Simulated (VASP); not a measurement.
# Cs (Im-3m) in VASP: a series of runs

The runs below take Cs through single point, with LDA.

Everything below comes from runs of VASP 6.6.1. Logs are shortened: lines on timing, memory, paths and dates and some standing lists are left out, and cuts for length are marked.

## 1. The cell of the first run

Symmetry: Im-3m, No. 229, cubic system. The conventional cell has a = 5.945 Å, b = 5.945 Å, c = 5.945 Å, α = 90.00°, β = 90.00°, γ = 90.00°.

## 2. Single point, LDA

File INCAR:

```
ALGO = Normal ; EDIFF = 1E-6
ENCUT = 500 ; GGA_COMPAT = F
ISIF = 2 ; ISMEAR = 0
LASPH = T ; LCHARG = F
LREAL = F ; LWAVE = F
NBANDS = 10 ; NELM = 120
PREC = Accurate ; SIGMA = 0.05
```

File KPOINTS:

```
k-points
0
Gamma
  4 4 4
```

File POSCAR:

```
Cs
1.0
   -2.9724881647      2.9724881647      2.9724881647
    2.9724881647     -2.9724881647      2.9724881647
    2.9724881647      2.9724881647     -2.9724881647
Cs
1
Direct
    0.0013351904      0.0035032132     -0.0039034730
```

Potentials or basis: VASP PAW LDA potentials, release 64 (Cs_sv).

Launch:

```console
$ cat potpaw_LDA.64/Cs_sv/POTCAR > POTCAR
$ mpirun -np 1 vasp_std > vasp.out
```

OUTCAR:

```text
EDIFF = 1E-6
   ENCUT = 500
   ISIF = 2
   ISMEAR = 0
   LASPH = T
   LREAL = F
   NELM = 120
   PREC = Accurate

 ion  position               nearest neighbor table
   1  0.001  0.004  0.996-

  LATTYP: Found a body centered cubic cell.
 ALAT       =     5.9449763294

  Lattice vectors:

 A1 = (  -2.9724881647,   2.9724881647,   2.9724881647)
 A2 = (   2.9724881647,  -2.9724881647,   2.9724881647)
 A3 = (   2.9724881647,   2.9724881647,  -2.9724881647)

Analysis of symmetry for initial positions (statically):
=====================================================================
 Subroutine PRICEL returns:
 Original cell was already a primitive cell.

 Routine SETGRP: Setting up the symmetry group for a
 body centered cubic supercell.

 Subroutine GETGRP returns: Found 48 space group operations
 (whereof  1 operations were pure point group operations)
 out of a pool of 48 trial point group operations.

The static configuration has the point symmetry C_1 .
 The point group associated with its full space group is O_h .

Analysis of symmetry for dynamics (positions and initial velocities):
=====================================================================
 Subroutine PRICEL returns:
 Original cell was already a primitive cell.

 Routine SETGRP: Setting up the symmetry group for a
 body centered cubic supercell.

 Subroutine GETGRP returns: Found 48 space group operations
 (whereof  1 operations were pure point group operations)
 out of a pool of 48 trial point group operations.

The dynamic configuration has the point symmetry C_1 .
 The point group associated with its full space group is O_h .

 Subroutine INISYM returns: Found 48 space group operations
 (whereof  1 operations are pure point group operations),
 and found     1 'primitive' translations

----------------------------------------------------------------------------------------

                                     Primitive cell

  volume of cell :     105.0559

  direct lattice vectors                    reciprocal lattice vectors
    -2.972488165  2.972488165  2.972488165     0.000000000  0.168209248  0.168209248
     2.972488165 -2.972488165  2.972488165     0.168209248  0.000000000  0.168209248
     2.972488165  2.972488165 -2.972488165     0.168209248  0.168209248  0.000000000

  length of vectors
     5.148500526  5.148500526  5.148500526     0.237883800  0.237883800  0.237883800

  position of ions in fractional coordinates (direct lattice)
     0.001335190  0.003503213  0.996096527

[... 64 lines left out ...]
   ISIF   =      2    stress and relaxation
   ISYM   =      2    0-nonsym 1-usesym 2-fastsym
   POTIM  = 0.5000    time-step for ionic-motion
   TEBEG  =    0.0;   TEEND  =   0.0 temperature during run
   PSTRESS=    0.0 pullay stress
   NELECT =       9.0000    total number of electrons
   NUPDOWN=      -1.0000    fix difference up-down
   EMIN   =  10.00;   EMAX   =-10.00  energy-range for DOS
   EFERMI =   0.00;   METHOD = LEGACY
   ISMEAR =     0;   SIGMA  =   0.05  broadening in eV -4-tet -1-fermi 0-gaus
   EFERMI_NEDOS =   21; number of points for ismear=-14 and -15
   IALGO  =     38    algorithm
   IMIX   =      4    mixing-type and parameters
     AMIX     =   0.40;   BMIX     =  1.00
     AMIX_MAG =   1.60;   BMIX_MAG =  1.00
  volume/ion in A,a.u.               =     105.06       708.95
  Fermi-wavevector in a.u.,A,eV,Ry     =   0.721687  1.363791  7.086351  0.520832
  Thomas-Fermi vector in A             =   1.811458
   LORBIT       =      0    0 simple, 1 ext, 2 COOP (PROOUT), +10 PAW based schemes
   GGA     = CA    functional components
   LHFCALC =     F    Hartree Fock is set to
   AEXX    =    0.0000 exact exchange contribution
   IVDW    =     0    specifies the selected vdW correction
   LEPSILON=     F    determine dielectric tensor
   LRPA    =     F    only Hartree local field effects (RPA)
 non-spin polarized calculation
 Gauss-broadening in eV      SIGMA  =   0.05
  energy-cutoff  :      500.00
  volume of cell :      105.06
 maximum number of plane-waves:      2718
 NGX is ok and might be reduce to    40
   NGX = 19   NGY = 19   NGZ = 19

 number of electron       9.0000000 magnetization

 Free energy of the ion-electron system (eV)
  ---------------------------------------------------
  ext. energy  EPLUGINS =         0.00000000
  ---------------------------------------------------
  free energy    TOTEN  =        -0.93347680 eV

  energy without entropy =       -0.92311575  energy(sigma->0) =       -0.92829628

 E-fermi :   0.5457     XC(G=0):  -5.7765

 val. band max:        0.4959804458   @ k =   0.5000   0.0000   0.0000
 cond. band min:       0.5630452286   @ k =   0.2500   0.2500   0.0000
 fundamental gap:      0.0670647828
 Fermi energy:         0.5456788325

 k-point     1 :       0.0000    0.0000    0.0000
  band No.  band energies     occupation
      1     -23.2466      2.00000
      2      -9.9650      2.00000
      3      -9.9650      2.00000
      4      -9.9650      2.00000
      5      -1.2563      2.00000
      6       2.9943      0.00000
      7       2.9943      0.00000
      8       2.9943      0.00000
      9       3.9614      0.00000
     10       3.9614      0.00000
[... 79 lines left out ...]
 k-point     8 :       0.5000    0.5000    0.5000
  band No.  band energies     occupation
      1     -23.2280      2.00000
      2     -10.1004      2.00000
      3     -10.1004      2.00000
      4     -10.1004      2.00000
      5       1.1094      0.00000
      6       1.1094      0.00000
      7       3.7765      0.00000
      8       3.7765      0.00000
      9       3.7765      0.00000
     10       5.1304      0.00000

------------------------ aborting loop because EDIFF is reached ----------------------------------------

  FORCE on cell =-STRESS in cart. coord.  units (eV):
  Direction    XX          YY          ZZ          XY          YZ          ZX
  --------------------------------------------------------------------------------------
  -------------------------------------------------------------------------------------
  Total       -0.1760570     -0.1760570     -0.1760570      0.0000000      0.0000000      0.0000000
  in kB       -2.6849953     -2.6849953     -2.6849953      0.0000000      0.0000000      0.0000000
  external PRESSURE =      -2.6849953 kB  Pullay stress =       0.0000000 kB

 VOLUME and BASIS-vectors are now :
 -----------------------------------------------------------------------------
  energy-cutoff  :      500.00
  volume of cell :      105.06
      direct lattice vectors                 reciprocal lattice vectors
    -2.972488165  2.972488165  2.972488165     0.000000000  0.168209248  0.168209248
     2.972488165 -2.972488165  2.972488165     0.168209248  0.000000000  0.168209248
     2.972488165  2.972488165 -2.972488165     0.168209248  0.168209248  0.000000000

 POSITION                                       TOTAL-FORCE (eV/Angst)
 -----------------------------------------------------------------------------------
      2.96733      2.95444     -2.94650        -0.000000      0.000000     -0.000000
 -----------------------------------------------------------------------------------
    total drift:                                0.000000     -0.000001      0.000003

  FREE ENERGIE OF THE ION-ELECTRON SYSTEM (eV)
  ---------------------------------------------------
  free  energy   TOTEN  =        -0.9334767980 eV

  energy  without entropy=       -0.9231157522  energy(sigma->0) =       -0.92829628
```

OSZICAR:

```text
N       E                     dE             d eps       ncg     rms          rms(c)
DAV:   1     0.515259372283E+02    0.51526E+02   -0.29263E+03   160   0.611E+02
DAV:   2     0.431119894623E+01   -0.47215E+02   -0.46040E+02   196   0.108E+02
DAV:   3    -0.859612558115E+00   -0.51708E+01   -0.51666E+01   180   0.403E+01
DAV:   4    -0.934523025822E+00   -0.74910E-01   -0.74886E-01   224   0.582E+00
DAV:   5    -0.934724565962E+00   -0.20154E-03   -0.20154E-03   196   0.223E-01    0.129E-01
DAV:   6    -0.933713091878E+00    0.10115E-02   -0.15849E-03   208   0.180E-01    0.751E-02
DAV:   7    -0.933444608609E+00    0.26848E-03   -0.21064E-03   176   0.207E-01    0.336E-02
DAV:   8    -0.933476275819E+00   -0.31667E-04   -0.50285E-05   196   0.469E-02    0.330E-03
DAV:   9    -0.933476798017E+00   -0.52220E-06   -0.86480E-07   166   0.492E-03
   1 F= -.93347680E+00 E0= -.92829628E+00  d E =-.103610E-01
```

Run time: 14 s. Hardware: 1 thread of Intel Xeon 8259CL, shared host; peak memory 0.18 GiB.

What came out:

```yaml
Free_energy: -0.9335 eV
Pressure: -0.3 GPa
```

Caveat: the k points lie up to 0.37 Å⁻¹ apart; spin-orbit coupling is left out, which moves the levels of the heavy elements.

## 3. Single point, LDA

This run uses another cell than the first one, of 102.07 Å³/atom, 0.972 times its volume.

File INCAR:

```
PREC = Accurate
ENCUT = 500
EDIFF = 1E-6
ISMEAR = 0
SIGMA = 0.05
LREAL = False
LASPH = True
NELM = 120
ALGO = Normal
ISIF = 2
LWAVE = False
LCHARG = False
NBANDS = 10
GGA_COMPAT = False
```

File KPOINTS:

```
regular mesh
0
Gamma
  4 4 4
```

File POSCAR:

```
Cs
1.0
   -2.9440120548      2.9440120548      2.9440120548
    2.9440120548     -2.9440120548      2.9440120548
    2.9440120548      2.9440120548     -2.9440120548
Cs
1
Direct
    0.0013351904      0.0035032132     -0.0039034730
```

Potentials or basis: VASP PAW LDA potentials, release 64 (Cs_sv).

Launch:

```console
$ cat potpaw_LDA.64/Cs_sv/POTCAR > POTCAR
$ mpirun -np 1 vasp_std > vasp.out
```

It took 12 s on 1 thread of Intel Xeon 8259CL, shared host; peak memory 0.18 GiB.

Results (log left out):

```
Free energy : -0.9379 eV
Pressure    : -0.2 GPa
```

Levels at points of the mesh, in eV from the Fermi level:
| k point | band 2 | band 3 | band 4 | band 5 | band 6 | band 7 |
| --- | --- | --- | --- | --- | --- | --- |
| (0.00, 0.00, 0.00) | -10.49 | -10.49 | -10.49 | -1.84 | 2.46 | 2.46 |
| (0.50, 0.00, 0.00) | -10.71 | -10.56 | -10.50 | -0.07 | 1.05 | 1.55 |
| (0.50, 0.50, 0.50) | -10.64 | -10.64 | -10.64 | 0.53 | 0.53 | 3.31 |

Caveat: the k points lie up to 0.38 Å⁻¹ apart; spin-orbit coupling is left out, which moves the levels of the heavy elements.

## 4. Single point, LDA

This run uses another cell than the first one, of 111.66 Å³/atom, 1.063 times its volume.

File INCAR:

```
SYSTEM = Cs
ALGO     = Normal         ! electronic algorithm
EDIFF    = 1E-6           ! SCF threshold, eV
ENCUT    = 500            ! plane-wave cutoff, eV
GGA_COMPAT= .False.      
ISIF     = 2              ! what is computed and relaxed
ISMEAR   = 0              ! smearing method
LASPH    = .True.         ! aspherical terms in the spheres
LCHARG   = .False.        ! write CHGCAR
LREAL    = .False.        ! projectors in reciprocal space
LWAVE    = .False.        ! write WAVECAR
NBANDS   = 10             ! bands
NELM     = 120            ! most SCF steps
PREC     = Accurate       ! precision mode
SIGMA    = 0.05           ! smearing width, eV
```

File KPOINTS:

```
k-points
0
Gamma
  4 4 4
  0 0 0
```

File POSCAR:

```
Cs
1.0
   -3.0335000000      3.0335000000      3.0335000000
    3.0335000000     -3.0335000000      3.0335000000
    3.0335000000      3.0335000000     -3.0335000000
Cs
1
Direct
    0.0013351904      0.0035032132     -0.0039034730
```

Launch:

```console
$ cat potpaw_LDA.64/Cs_sv/POTCAR > POTCAR
$ mpirun -np 1 vasp_std > vasp.out
```

It took 14 s on 1 thread of Intel Xeon 8259CL, shared host; peak memory 0.18 GiB.

It converged, with:

- Free energy: -0.9218 eV
- Pressure: -0.3 GPa

Levels at points of the mesh, in eV from the Fermi level:
| k point | band 1 | band 2 | band 3 | band 4 | band 5 | band 6 | band 7 | band 8 |
| --- | --- | --- | --- | --- | --- | --- | --- | --- |
| (0.00, 0.00, 0.00) | -23.82 | -10.55 | -10.55 | -10.55 | -1.73 | 2.42 | 2.42 | 2.42 |
| (0.50, 0.00, 0.00) | -23.81 | -10.71 | -10.60 | -10.55 | -0.02 | 0.95 | 1.58 | 3.14 |
| (0.50, 0.50, 0.50) | -23.81 | -10.66 | -10.66 | -10.66 | 0.63 | 0.63 | 3.07 | 3.07 |

Caveat: the k points lie up to 0.37 Å⁻¹ apart; spin-orbit coupling is left out, which moves the levels of the heavy elements.

## 5. Summary

```tsv
cell	gap on the mesh (eV)	pressure (GPa)
a = 5.149 Å, angles 109.5°, 1 atom	none	-0.3
a = 5.099 Å, angles 109.5°, 1 atom	none	-0.2
a = 5.254 Å, angles 109.5°, 1 atom	none	-0.3
```

Alike in all rows: task single point; level LDA; potentials or basis VASP PAW LDA potentials, release 64 (Cs_sv); no spin polarisation; k mesh 4 × 4 × 4; cutoff (eV) 500; smearing gaussian 0.05 eV.

Caveats: all runs use coarse meshes; spin-orbit coupling is left out, which moves the levels of the heavy elements.

Total energies depend on the potentials used, so only differences within one code and one set of settings carry meaning.
